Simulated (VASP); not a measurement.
# Rh (P6_3/mmc) in VASP: a series of runs

Rh is run at these levels: PBE; tasks: single point.

All numbers are computed with VASP 6.6.1; they aren't measurements. Logs are shortened: lines on timing, memory, paths and dates and some standing lists are left out, and cuts for length are marked.

## Step 1: The cell of the first run

The structure is hexagonal, space group P6_3/mmc (No. 194). The conventional cell has a = 2.600 Å, b = 2.600 Å, c = 4.197 Å, α = 90.00°, β = 90.00°, γ = 120.00°. Rh (site symmetry -6m2) has 12 Rh at 2.58 to 2.60 Å within 3.4 Å.

## Step 2: Single point, PBE

INCAR reads:

```
SYSTEM = Rh
  PREC = Accurate
  ENCUT = 520
  EDIFF = 1E-6
  ISMEAR = 0
  SIGMA = 0.1
  LREAL = .False.
  LASPH = .True.
  NELM = 60
  ALGO = Fast
  ISIF = 2
  LWAVE = .False.
  LCHARG = .False.
  GGA = PE
  NBANDS = 22
```

KPOINTS reads:

```
Automatic mesh
0
Gamma
  18 18 10
  0 0 0
```

POSCAR reads:

```
Rh
1.0
    2.5996704951      0.0000000000      0.0000000000
   -1.2998352476      2.2513806902      0.0000000000
    0.0000000000      0.0000000000      4.1971700883
Rh
2
Direct
    0.6666666667      0.3333333333      0.7500000000
    0.3333333333      0.6666666667      0.2500000000
```

Potentials or basis: VASP PAW PBE potentials, release 64 (Rh_pv).

Started as:

```bash
$ cat potpaw_PBE.64/Rh_pv/POTCAR > POTCAR
$ mpirun -np 1 vasp_std > vasp.out
```

OUTCAR:

```text
SYSTEM = Rh
   PREC = Accurate
   ENCUT = 520
   EDIFF = 1E-6
   ISMEAR = 0
   LREAL = .False.
   LASPH = .True.
   NELM = 60
   ISIF = 2
   GGA = PE

 ion  position               nearest neighbor table
   1  0.667  0.333  0.750-   2 2.58   2 2.58   2 2.58   2 2.58   2 2.58   2 2.58
   2  0.333  0.667  0.250-   1 2.58   1 2.58   1 2.58   1 2.58   1 2.58   1 2.58

  LATTYP: Found a hexagonal cell.
 ALAT       =     2.5996704951
 C/A-ratio  =     1.6145007978

  Lattice vectors:

 A1 = (   2.5996704951,   0.0000000000,   0.0000000000)
 A2 = (  -1.2998352476,   2.2513806902,   0.0000000000)
 A3 = (   0.0000000000,   0.0000000000,   4.1971700883)

Analysis of symmetry for initial positions (statically):
=====================================================================
 Subroutine PRICEL returns:
 Original cell was already a primitive cell.

 Routine SETGRP: Setting up the symmetry group for a
 hexagonal supercell.

 Subroutine GETGRP returns: Found 24 space group operations
 (whereof 12 operations were pure point group operations)
 out of a pool of 24 trial point group operations.

The static configuration has the point symmetry D_3d.
 The point group associated with its full space group is D_6h.

Analysis of symmetry for dynamics (positions and initial velocities):
=====================================================================
 Subroutine PRICEL returns:
 Original cell was already a primitive cell.

 Routine SETGRP: Setting up the symmetry group for a
 hexagonal supercell.

 Subroutine GETGRP returns: Found 24 space group operations
 (whereof 12 operations were pure point group operations)
 out of a pool of 24 trial point group operations.

The dynamic configuration has the point symmetry D_3d.
 The point group associated with its full space group is D_6h.

 Subroutine INISYM returns: Found 24 space group operations
 (whereof 12 operations are pure point group operations),
 and found     1 'primitive' translations

----------------------------------------------------------------------------------------

                                     Primitive cell

  volume of cell :      24.5654

  direct lattice vectors                    reciprocal lattice vectors
     2.599670495  0.000000000  0.000000000     0.384664134  0.222085941  0.000000000
    -1.299835248  2.251380690  0.000000000     0.000000000  0.444171883  0.000000000
     0.000000000  0.000000000  4.197170088     0.000000000  0.000000000  0.238255772

  length of vectors
     2.599670495  2.599670495  4.197170088     0.444171883  0.444171883  0.238255772
[... 75 lines left out ...]
   ISPIN  =      1    spin polarized calculation?
   LNONCOLLINEAR =      F non collinear calculations
   LSORBIT =      F    spin-orbit coupling
   LASPH  =      T    aspherical Exc in radial PAW
   ENCUT  =  520.0 eV  38.22 Ry    6.18 a.u.   4.83  4.83  7.80*2*pi/ulx,y,z
   NELM   =     60;   NELMIN=  2; NELMDL= -5     # of ELM steps
   EDIFF  = 0.1E-05   stopping-criterion for ELM
   LREAL  =      F    real-space projection
   EDIFFG = 0.1E-04   stopping-criterion for IOM
   NSW    =      0    number of steps for IOM
   IBRION =     -1    ionic relax: 0-MD 1-quasi-New 2-CG
   NFREE  =      0    steps in history (QN), initial steepest desc. (CG)
   ISIF   =      2    stress and relaxation
   ISYM   =      2    0-nonsym 1-usesym 2-fastsym
   POTIM  = 0.5000    time-step for ionic-motion
   TEBEG  =    0.0;   TEEND  =   0.0 temperature during run
   PSTRESS=    0.0 pullay stress
   NELECT =      30.0000    total number of electrons
   NUPDOWN=      -1.0000    fix difference up-down
   EMIN   =  10.00;   EMAX   =-10.00  energy-range for DOS
   EFERMI =   0.00;   METHOD = LEGACY
   ISMEAR =     0;   SIGMA  =   0.10  broadening in eV -4-tet -1-fermi 0-gaus
   EFERMI_NEDOS =   21; number of points for ismear=-14 and -15
   IALGO  =     68    algorithm
   IMIX   =      4    mixing-type and parameters
     AMIX     =   0.40;   BMIX     =  1.00
     AMIX_MAG =   1.60;   BMIX_MAG =  1.00
  volume/ion in A,a.u.               =      12.28        82.89
  Fermi-wavevector in a.u.,A,eV,Ry     =   1.749876  3.306786 41.661945  3.062067
  Thomas-Fermi vector in A             =   2.820704
   LORBIT       =      0    0 simple, 1 ext, 2 COOP (PROOUT), +10 PAW based schemes
   GGA     = PE    functional components
   LHFCALC =     F    Hartree Fock is set to
   AEXX    =    0.0000 exact exchange contribution
   IVDW    =     0    specifies the selected vdW correction
   LEPSILON=     F    determine dielectric tensor
   LRPA    =     F    only Hartree local field effects (RPA)
 non-spin polarized calculation
 RMM-DIIS sequential band-by-band and
 Gauss-broadening in eV      SIGMA  =   0.10
  energy-cutoff  :      520.00
  volume of cell :       24.57
 maximum number of plane-waves:       678
 NGX is ok and might be reduce to    20
   NGX =  9   NGY =  9   NGZ = 15

 number of electron      30.0000002 magnetization

 Free energy of the ion-electron system (eV)
  ---------------------------------------------------
  ext. energy  EPLUGINS =         0.00000000
  ---------------------------------------------------
  free energy    TOTEN  =       -13.95454108 eV

  energy without entropy =      -13.94092733  energy(sigma->0) =      -13.94773420

 E-fermi :  14.2262     XC(G=0): -14.7706

 val. band max:       14.2249096028   @ k =   0.2778   0.0000   0.4000
 cond. band min:      14.2306053896   @ k =   0.3889   0.1667   0.2000
 fundamental gap:      0.0056957869
 Fermi energy:        14.2262246967

 k-point     1 :       0.0000    0.0000    0.0000
  band No.  band energies     occupation
      1     -33.5741      2.00000
      2     -32.6086      2.00000
      3     -32.6086      2.00000
      4     -32.4700      2.00000
      5     -32.4536      2.00000
      6     -32.4536      2.00000
[... 589 lines left out ...]
     21      26.8408      0.00000
     22      29.4528      0.00000

 [... further k-points ...]
[... 5 lines left out ...]
  --------------------------------------------------------------------------------------
  -------------------------------------------------------------------------------------
  Total        7.6659534      7.6659534      7.6784507     -0.0000000      0.0000000      0.0000000
  in kB      499.9803593    499.9803593    500.7954443     -0.0000000      0.0000000      0.0000000
  external PRESSURE =     500.2520543 kB  Pullay stress =       0.0000000 kB

 VOLUME and BASIS-vectors are now :
 -----------------------------------------------------------------------------
  energy-cutoff  :      520.00
  volume of cell :       24.57
      direct lattice vectors                 reciprocal lattice vectors
     2.599670495  0.000000000  0.000000000     0.384664134  0.222085941  0.000000000
    -1.299835248  2.251380690  0.000000000     0.000000000  0.444171883  0.000000000
     0.000000000  0.000000000  4.197170088     0.000000000  0.000000000  0.238255772

 POSITION                                       TOTAL-FORCE (eV/Angst)
 -----------------------------------------------------------------------------------
      1.29984      0.75046      3.14788         0.000000      0.000000      0.000000
     -0.00000      1.50092      1.04929        -0.000000     -0.000000      0.000000
 -----------------------------------------------------------------------------------
    total drift:                                0.000000     -0.000000      0.000000

  FREE ENERGIE OF THE ION-ELECTRON SYSTEM (eV)
  ---------------------------------------------------
  free  energy   TOTEN  =       -13.9545410782 eV

  energy  without entropy=      -13.9409273292  energy(sigma->0) =      -13.94773420
```

OSZICAR:

```text
N       E                     dE             d eps       ncg     rms          rms(c)
DAV:   1     0.329227193137E+03    0.32923E+03   -0.18992E+04  9800   0.163E+03
DAV:   2    -0.747851137602E+01   -0.33671E+03   -0.32433E+03 10128   0.483E+02
DAV:   3    -0.148078595814E+02   -0.73293E+01   -0.72951E+01 11496   0.801E+01
DAV:   4    -0.148553061863E+02   -0.47447E-01   -0.47442E-01 10906   0.645E+00
DAV:   5    -0.148560346411E+02   -0.72845E-03   -0.72845E-03 11526   0.822E-01    0.197E+01
RMM:   6    -0.140148705319E+02    0.84116E+00   -0.16072E+00 10085   0.111E+01    0.807E+00
RMM:   7    -0.139616927800E+02    0.53178E-01   -0.14862E-01 10330   0.331E+00    0.262E+00
RMM:   8    -0.139552677755E+02    0.64250E-02   -0.26774E-02 10733   0.158E+00    0.504E-01
RMM:   9    -0.139545105726E+02    0.75720E-03   -0.20389E-03 11581   0.459E-01    0.207E-02
RMM:  10    -0.139545417099E+02   -0.31137E-04   -0.26818E-04 11702   0.179E-01    0.164E-02
RMM:  11    -0.139545408529E+02    0.85706E-06   -0.22745E-05 12710   0.509E-02    0.478E-03
RMM:  12    -0.139545410782E+02   -0.22538E-06   -0.57847E-06 10211   0.257E-02
   1 F= -.13954541E+02 E0= -.13947734E+02  d E =-.136137E-01
```

Wall time 85 s (1 thread of AMD EPYC 7R43 (Zen 3), shared host); peak memory 0.17 GiB.

What came out:

```yaml
Free_energy: -13.9545 eV
Pressure: 50.0 GPa
Band_gap_on_the_k_mesh: zero (band 15 reaches 14.99 eV, above the bottom of band 16 at 12.09 eV)
```

## Step 3: Single point, PBE

This run uses another cell than the first one, of 13.02 Å³/atom, 1.060 times its volume.

INCAR reads:

```
SYSTEM = Rh
ALGO     = Normal         ! electronic algorithm
EDIFF    = 1E-6           ! SCF threshold, eV
ENCUT    = 520            ! plane-wave cutoff, eV
GGA      = PE             ! functional
ISIF     = 2              ! what is computed and relaxed
ISMEAR   = 0              ! smearing method
LASPH    = .TRUE.         ! aspherical terms in the spheres
LCHARG   = .FALSE.        ! write CHGCAR
LREAL    = .FALSE.        ! projectors in reciprocal space
LWAVE    = .FALSE.        ! write WAVECAR
NBANDS   = 22             ! bands
NELM     = 100            ! most SCF steps
PREC     = Accurate       ! precision mode
SIGMA    = 0.1            ! smearing width, eV
```

KPOINTS reads:

```
k-points
0
G
  18 18 10
  0 0 0
```

POSCAR reads:

```
Rh
1.0
    2.6515805787      0.0000000000      0.0000000000
   -1.3257902894      2.2963361413      0.0000000000
    0.0000000000      0.0000000000      4.2752783387
Rh
2
Direct
    0.6666666667      0.3333333333      0.7500000000
    0.3333333333      0.6666666667      0.2500000000
```

Potentials or basis: VASP PAW PBE potentials, release 64 (Rh_pv).

Started as:

```bash
$ cat potpaw_PBE.64/Rh_pv/POTCAR > POTCAR
$ mpirun -np 1 vasp_std > vasp.out
```

Run time: 76 s. Hardware: 1 thread of AMD EPYC 7R43 (Zen 3), shared host; peak memory 0.18 GiB.

Results (log left out):

| Item | Value |
| --- | --- |
| Free energy | -14.2933 eV |
| Pressure | 25.0 GPa |
| Band gap on the k mesh | zero (band 15 reaches 13.75 eV, above the bottom of band 16 at 11.10 eV) |

Stress tensor (GPa, compression positive):
```
24.93  0.00  0.00
 0.00 24.93  0.00
 0.00  0.00 25.05
```

Levels at points of the mesh, in eV from the Fermi level:
```
           k point  band 11  band 12  band 13  band 14  band 15  band 16  band 17  band 18  band 19  band 20
(0.00, 0.00, 0.00)    -3.33    -2.74    -2.74    -2.13    -2.13     0.13     0.13     0.69     9.23    15.83
(0.50, 0.00, 0.00)    -2.95    -2.44    -2.37     0.45     0.69     0.79     3.20     5.43    10.78    11.28
(0.00, 0.00, 0.50)    -3.45    -3.45    -3.45    -3.45    -0.49    -0.49    -0.49    -0.49    15.03    15.03
(0.50, 0.00, 0.50)    -1.86    -1.86    -0.37    -0.37     0.65     0.65     2.76     2.76     9.89     9.89
```

## Step 4: Single point, PBE

This run uses another cell than the first one, of 14.10 Å³/atom, 1.148 times its volume.

INCAR reads:

```
SYSTEM = Rh
PREC     = Accurate       ! precision mode
ENCUT    = 520            ! plane-wave cutoff, eV
EDIFF    = 1E-6           ! SCF threshold, eV
ISMEAR   = 0              ! smearing method
SIGMA    = 0.1            ! smearing width, eV
LREAL    = .False.        ! projectors in reciprocal space
LASPH    = .True.         ! aspherical terms in the spheres
NELM     = 100            ! most SCF steps
ALGO     = Normal         ! electronic algorithm
ISIF     = 2              ! what is computed and relaxed
LWAVE    = .False.        ! write WAVECAR
LCHARG   = .False.        ! write CHGCAR
GGA      = PE             ! functional
NBANDS   = 22             ! bands
```

KPOINTS reads:

```
Automatic mesh
0
Gamma
  18 18 10
  0 0 0
```

POSCAR reads:

```
Rh
1.0
    2.7247891234      0.0000000000      0.0000000000
   -1.3623945617      2.3597366008      0.0000000000
    0.0000000000      0.0000000000      4.3848426963
Rh
2
Direct
    0.6666666667      0.3333333333      0.7500000000
    0.3333333333      0.6666666667      0.2500000000
```

Started as:

```bash
$ cat potpaw_PBE.64/Rh_pv/POTCAR > POTCAR
$ mpirun -np 1 vasp_std > vasp.out
```

Wall time 81 s (1 thread of AMD EPYC 7R43 (Zen 3), shared host); peak memory 0.19 GiB.

The run converged. Its results:

```
Free energy            : -14.4508 eV
Pressure               : 0.0 GPa
Band gap on the k mesh : zero (band 15 reaches 12.15 eV, above the bottom of band 16 at 9.84 eV)
```

Levels at points of the mesh, in eV from the Fermi level:
```csv
k point,band 13,band 14,band 15,band 16,band 17,band 18
"(0.00, 0.00, 0.00)",-2.41,-1.89,-1.89,0.12,0.12,0.79
"(0.50, 0.00, 0.00)",-2.10,0.38,0.60,0.68,2.93,5.00
"(0.00, 0.00, 0.50)",-3.04,-3.04,-0.43,-0.43,-0.43,-0.43
"(0.50, 0.00, 0.50)",-0.30,-0.30,0.56,0.56,2.63,2.63
```

## Step 5: The runs side by side

```tsv
cell	gap on the mesh (eV)	pressure (GPa)
a = 2.600, b = 2.600, c = 4.197 Å, angles 90.0, 90.0, 120.0°, 2 atoms	none	50.0
a = 2.652, b = 2.652, c = 4.275 Å, angles 90.0, 90.0, 120.0°, 2 atoms	none	25.0
a = 2.725, b = 2.725, c = 4.385 Å, angles 90.0, 90.0, 120.0°, 2 atoms	none	0.0
```

Alike in all rows: task single point; level PBE; potentials or basis VASP PAW PBE potentials, release 64 (Rh_pv); no spin polarisation; k mesh 18 × 18 × 10; cutoff (eV) 520; smearing gaussian 0.1 eV.

Absolute energies hang on the potentials; compare differences alone.
